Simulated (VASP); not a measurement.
Crystal: Co.

```
CELL_PARAMETERS angstrom
2.48736 0.00000 0.00000
-1.24368 2.15412 0.00000
0.00000 0.00000 4.06329
ATOMIC_POSITIONS crystal
Co 0.66667 0.33333 0.25986
Co 0.33333 0.66667 0.74014
```

Program: VASP 6.6.1. Alike in all runs: task single point; level PBEsol; potentials or basis VASP PAW PBE potentials, release 64 (Co); cell as given; k mesh 13 × 13 × 7; cutoff (eV) 520; smearing fermi-dirac 0.1 eV.

Task: Order these runs on this cell by their pressure, lowest first.
A. spin collinear, antiferromagnetic start
B. spin off
C. spin collinear, ferromagnetic start

Result: B (-20.4 GPa), A (-18.2 GPa), C (-10.2 GPa).

Caveats: the PAW data sets were made with another functional, which shifts forces and pressure a little.
